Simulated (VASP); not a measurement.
# CoSi (P2_13) in VASP: electric field gradients with PBE

Aim: the electric field gradients of CoSi with PBE.

All numbers are computed with VASP 6.6.1; they aren't measurements. Logs are shortened: lines on timing, memory, paths and dates and some standing lists are left out, and cuts for length are marked.

### Step 1. The cell of the first run

The structure is cubic, space group P2_13 (No. 198). The conventional cell has a = 4.431 Å, b = 4.431 Å, c = 4.431 Å, α = 90.00°, β = 90.00°, γ = 90.00°. Within 3.1 Å of Co (site symmetry 3) lie 7 Si at 2.32 to 2.43 Å and 6 Co at 2.72 Å. Within 3.1 Å of Si (site symmetry 3) lie 7 Co at 2.32 to 2.43 Å and 6 Si at 2.74 Å.

### Step 2. Electric field gradients, PBE

File INCAR:

```
  PREC = Accurate
  ENCUT = 520
  EDIFF = 1E-8
  ISMEAR = 0
  SIGMA = 0.05
  LREAL = False
  LASPH = True
  NELM = 80
  ALGO = Normal
  ISIF = 2
  LWAVE = False
  LCHARG = False
  GGA = PE
  LEFG = True
  NBANDS = 36
```

File KPOINTS:

```
Automatic mesh
0
Gamma
  8 8 8
```

File POSCAR:

```
CoSi
1.0
    4.4307937177      0.0000000000      0.0000000000
    0.0000000000      4.4307937177      0.0000000000
    0.0000000000      0.0000000000      4.4307937177
Co Si
4 4
Direct
    0.1450289809      0.1450289809      0.1450289809
    0.3549710191      0.8549710191      0.6450289809
    0.6450289809      0.3549710191      0.8549710191
    0.8549710191      0.6450289809      0.3549710191
    0.8431659221      0.8431659221      0.8431659221
    0.6568340779      0.1568340779      0.3431659221
    0.3431659221      0.6568340779      0.1568340779
    0.1568340779      0.3431659221      0.6568340779
```

Potentials or basis: VASP PAW PBE potentials, release 64 (Co, Si).

Started as:

```bash
$ cat potpaw_PBE.64/Co/POTCAR potpaw_PBE.64/Si/POTCAR > POTCAR
$ mpirun -np 1 vasp_std > vasp.out
```

OUTCAR:

```text
PREC = Accurate
   ENCUT = 520
   EDIFF = 1E-8
   ISMEAR = 0
   LREAL = False
   LASPH = True
   NELM = 80
   ISIF = 2
   GGA = PE

 ion  position               nearest neighbor table
   1  0.145  0.145  0.145-   5 2.32   6 2.34   7 2.34   8 2.34   7 2.43   8 2.43   6 2.43   3 2.72
                             4 2.72   2 2.72   2 2.72   4 2.72   3 2.72
   2  0.355  0.855  0.645-   6 2.32   5 2.34   7 2.34   8 2.34   7 2.43   8 2.43   5 2.43   1 2.72
                             1 2.72   3 2.72   3 2.72   4 2.72   4 2.72
   3  0.645  0.355  0.855-   7 2.32   6 2.34   5 2.34   8 2.34   8 2.43   6 2.43   5 2.43   1 2.72
                             4 2.72   2 2.72   2 2.72   4 2.72   1 2.72
   4  0.855  0.645  0.355-   8 2.32   6 2.34   7 2.34   5 2.34   6 2.43   5 2.43   7 2.43   1 2.72
                             3 2.72   2 2.72   1 2.72   2 2.72   3 2.72
   5  0.843  0.843  0.843-   1 2.32   2 2.34   3 2.34   4 2.34   3 2.43   4 2.43   2 2.43   6 2.74
                             7 2.74   8 2.74   6 2.74   8 2.74   7 2.74
   6  0.657  0.157  0.343-   2 2.32   1 2.34   3 2.34   4 2.34   3 2.43   4 2.43   1 2.43   8 2.74
                             5 2.74   5 2.74   7 2.74   7 2.74   8 2.74
   7  0.343  0.657  0.157-   3 2.32   2 2.34   1 2.34   4 2.34   4 2.43   2 2.43   1 2.43   8 2.74
                             5 2.74   8 2.74   6 2.74   6 2.74   5 2.74
   8  0.157  0.343  0.657-   4 2.32   2 2.34   3 2.34   1 2.34   2 2.43   1 2.43   3 2.43   7 2.74
                             5 2.74   7 2.74   5 2.74   6 2.74   6 2.74

  LATTYP: Found a simple cubic cell.
 ALAT       =     4.4307937177

  Lattice vectors:

 A1 = (   4.4307937177,   0.0000000000,   0.0000000000)
 A2 = (   0.0000000000,   4.4307937177,   0.0000000000)
 A3 = (   0.0000000000,   0.0000000000,   4.4307937177)

Analysis of symmetry for initial positions (statically):
=====================================================================
 Subroutine PRICEL returns:
 Original cell was already a primitive cell.

 Routine SETGRP: Setting up the symmetry group for a
 simple cubic supercell.

 Subroutine GETGRP returns: Found 12 space group operations
 (whereof  3 operations were pure point group operations)
 out of a pool of 48 trial point group operations.

The static configuration has the point symmetry C_3 .
 The point group associated with its full space group is T   .

Analysis of symmetry for dynamics (positions and initial velocities):
=====================================================================
 Subroutine PRICEL returns:
 Original cell was already a primitive cell.

 Routine SETGRP: Setting up the symmetry group for a
 simple cubic supercell.

 Subroutine GETGRP returns: Found 12 space group operations
 (whereof  3 operations were pure point group operations)
 out of a pool of 48 trial point group operations.

The dynamic configuration has the point symmetry C_3 .
 The point group associated with its full space group is T   .

 Subroutine INISYM returns: Found 12 space group operations
 (whereof  3 operations are pure point group operations),
 and found     1 'primitive' translations

----------------------------------------------------------------------------------------

                                     Primitive cell

  volume of cell :      86.9850

  direct lattice vectors                    reciprocal lattice vectors
     4.430793718  0.000000000  0.000000000     0.225693197  0.000000000  0.000000000
     0.000000000  4.430793718  0.000000000     0.000000000  0.225693197  0.000000000
     0.000000000  0.000000000  4.430793718     0.000000000  0.000000000  0.225693197

  length of vectors
     4.430793718  4.430793718  4.430793718     0.225693197  0.225693197  0.225693197

  position of ions in fractional coordinates (direct lattice)
     0.145028981  0.145028981  0.145028981
     0.354971019  0.854971019  0.645028981
     0.645028981  0.354971019  0.854971019
     0.854971019  0.645028981  0.354971019
     0.843165922  0.843165922  0.843165922
     0.656834078  0.156834078  0.343165922
     0.343165922  0.656834078  0.156834078
     0.156834078  0.343165922  0.656834078

[... 92 lines left out ...]
   PSTRESS=    0.0 pullay stress
   NELECT =      52.0000    total number of electrons
   NUPDOWN=      -1.0000    fix difference up-down
   EMIN   =  10.00;   EMAX   =-10.00  energy-range for DOS
   EFERMI =   0.00;   METHOD = LEGACY
   ISMEAR =     0;   SIGMA  =   0.05  broadening in eV -4-tet -1-fermi 0-gaus
   EFERMI_NEDOS =   21; number of points for ismear=-14 and -15
   IALGO  =     38    algorithm
   IMIX   =      4    mixing-type and parameters
     AMIX     =   0.40;   BMIX     =  1.00
     AMIX_MAG =   1.60;   BMIX_MAG =  1.00
  volume/ion in A,a.u.               =      10.87        73.38
  Fermi-wavevector in a.u.,A,eV,Ry     =   1.379096  2.606113 25.876989  1.901905
  Thomas-Fermi vector in A             =   2.504097
   LORBIT       =      0    0 simple, 1 ext, 2 COOP (PROOUT), +10 PAW based schemes
   GGA     = PE    functional components
   LHFCALC =     F    Hartree Fock is set to
   AEXX    =    0.0000 exact exchange contribution
   IVDW    =     0    specifies the selected vdW correction
   LEPSILON=     F    determine dielectric tensor
   LRPA    =     F    only Hartree local field effects (RPA)
 non-spin polarized calculation
 Gauss-broadening in eV      SIGMA  =   0.05
  energy-cutoff  :      520.00
  volume of cell :       86.99
 maximum number of plane-waves:      2360
 NGX is ok and might be reduce to    36
   NGX = 17   NGY = 17   NGZ = 17

 number of electron      52.0000004 magnetization

 Free energy of the ion-electron system (eV)
  ---------------------------------------------------
  ext. energy  EPLUGINS =         0.00000000
  ---------------------------------------------------
  free energy    TOTEN  =       -54.74883890 eV

  energy without entropy =      -54.74669938  energy(sigma->0) =      -54.74776914

 E-fermi :  12.1028     XC(G=0): -12.8671

 val. band max:       12.1023651332   @ k =   0.5000   0.5000   0.3750
 cond. band min:      12.2408868147   @ k =   0.3750   0.3750   0.3750
 fundamental gap:      0.1385216814
 Fermi energy:        12.1027663283

 k-point     1 :       0.0000    0.0000    0.0000
  band No.  band energies     occupation
      1      -1.5639      2.00000
      2       3.9302      2.00000
      3       3.9302      2.00000
      4       3.9302      2.00000
      5       6.6307      2.00000
      6       6.6307      2.00000
[... 925 lines left out ...]
     35      16.9450      0.00000
     36      17.7546      0.00000

 [... further k-points ...]

------------------------ aborting loop because EDIFF is reached ----------------------------------------

  FORCE on cell =-STRESS in cart. coord.  units (eV):
  Direction    XX          YY          ZZ          XY          YZ          ZX
  --------------------------------------------------------------------------------------
  -------------------------------------------------------------------------------------
  Total       -0.0669891     -0.0669891     -0.0669891      0.0000000      0.0000000      0.0000000
  in kB       -1.2338726     -1.2338726     -1.2338726      0.0000000      0.0000000      0.0000000
  external PRESSURE =      -1.2338726 kB  Pullay stress =       0.0000000 kB

 VOLUME and BASIS-vectors are now :
 -----------------------------------------------------------------------------
  energy-cutoff  :      520.00
  volume of cell :       86.99
      direct lattice vectors                 reciprocal lattice vectors
     4.430793718  0.000000000  0.000000000     0.225693197  0.000000000  0.000000000
     0.000000000  4.430793718  0.000000000     0.000000000  0.225693197  0.000000000
     0.000000000  0.000000000  4.430793718     0.000000000  0.000000000  0.225693197

 POSITION                                       TOTAL-FORCE (eV/Angst)
 -----------------------------------------------------------------------------------
      0.64259      0.64259      0.64259         0.000988      0.000988      0.000988
      1.57280      3.78820      2.85799        -0.000988     -0.000988      0.000988
      2.85799      1.57280      3.78820         0.000988     -0.000988     -0.000988
      3.78820      2.85799      1.57280        -0.000988      0.000988     -0.000988
      3.73589      3.73589      3.73589         0.002116      0.002116      0.002116
      2.91030      0.69490      1.52050        -0.002116     -0.002116      0.002116
      1.52050      2.91030      0.69490         0.002116     -0.002116     -0.002116
      0.69490      1.52050      2.91030        -0.002116      0.002116     -0.002116
 -----------------------------------------------------------------------------------
    total drift:                               -0.000000      0.000000      0.000000

  FREE ENERGIE OF THE ION-ELECTRON SYSTEM (eV)
  ---------------------------------------------------
  free  energy   TOTEN  =       -54.7488389047 eV

  energy  without entropy=      -54.7466993779  energy(sigma->0) =      -54.74776914

 Electric field gradients (V/A^2)
---------------------------------------------------------------------
 ion       V_xx      V_yy      V_zz      V_xy      V_xz      V_yz
---------------------------------------------------------------------
   1       0.000    -0.000     0.000    -1.208    -1.208    -1.208
   2       0.000    -0.000     0.000    -1.208     1.208     1.208
   3       0.000    -0.000     0.000     1.208     1.208    -1.208
   4       0.000    -0.000     0.000     1.208    -1.208     1.208
   5      -0.000    -0.000     0.000   -12.286   -12.286   -12.286
   6       0.000    -0.000    -0.000   -12.286    12.286    12.286
   7      -0.000    -0.000     0.000    12.286    12.286   -12.286
   8      -0.000    -0.000    -0.000    12.286   -12.286    12.286
---------------------------------------------------------------------

 Electric field gradients after diagonalization (V/A^2)
 (convention: |V_zz| > |V_xx| > |V_yy|)
----------------------------------------------------------------------
 ion       V_xx      V_yy      V_zz     asymmetry (V_yy - V_xx)/ V_zz
----------------------------------------------------------------------
   1       1.208     1.208    -2.415       0.000
   2       1.208     1.208    -2.415       0.000
   3       1.208     1.208    -2.415       0.000
   4       1.208     1.208    -2.415       0.000
   5      12.286    12.286   -24.571       0.000
   6      12.286    12.286   -24.571       0.000
   7      12.286    12.286   -24.571       0.000
   8      12.286    12.286   -24.571       0.000
----------------------------------------------------------------------

           NMR quadrupolar parameters

 Cq : quadrupolar parameter    Cq=e*Q*V_zz/h
 eta: asymmetry parameters     (V_yy - V_xx)/ V_zz
 Q  : nuclear electric quadrupole moment in mb (millibarn)
----------------------------------------------------------------------
 ion       Cq(MHz)       eta       Q (mb)
----------------------------------------------------------------------
   1      -0.006       0.000       1.000
   2      -0.006       0.000       1.000
   3      -0.006       0.000       1.000
   4      -0.006       0.000       1.000
   5      -0.059       0.000       1.000
   6      -0.059       0.000       1.000
   7      -0.059       0.000       1.000
   8      -0.059       0.000       1.000
----------------------------------------------------------------------
```

Wall time 3.9 min (1 thread of Intel Xeon 8259CL, shared host); peak memory 0.27 GiB.

Results:

* Free energy: -54.7488 eV
* Pressure: -0.1 GPa
* Largest force: 0.004 eV/Å
* Band gap on the k mesh: zero (bands 26 and 27 overlap by 0.21 eV)
* Largest electric field gradient by atom: Co -2.4; Si -24.6 V/Å²

Forces on the atoms (eV/Å):
```
Co   0.001  0.001  0.001
Co  -0.001 -0.001  0.001
Co   0.001 -0.001 -0.001
Co  -0.001  0.001 -0.001
Si   0.002  0.002  0.002
Si  -0.002 -0.002  0.002
Si   0.002 -0.002 -0.002
Si  -0.002  0.002 -0.002
```

Electric field gradients, principal values (V/Å²):
| atom | least | middle | greatest (by size) |
| --- | --- | --- | --- |
| 1 Co | 1.208 | 1.208 | -2.415 |
| 2 Co | 1.208 | 1.208 | -2.415 |
| 3 Co | 1.208 | 1.208 | -2.415 |
| 4 Co | 1.208 | 1.208 | -2.415 |
| 5 Si | 12.286 | 12.286 | -24.571 |
| 6 Si | 12.286 | 12.286 | -24.571 |
| 7 Si | 12.286 | 12.286 | -24.571 |
| 8 Si | 12.286 | 12.286 | -24.571 |

Caveat: without QUAD_EFG the Cq values of the log hold for a quadrupole moment of 1 mb, not for the nuclei; the run has no spin polarisation, though such a crystal can be magnetic. Spin polarisation is off, so any magnetic state and its effect on volume and gap are missing.

The gap in the log of VASP goes by the Fermi energy; the results here count the filled bands.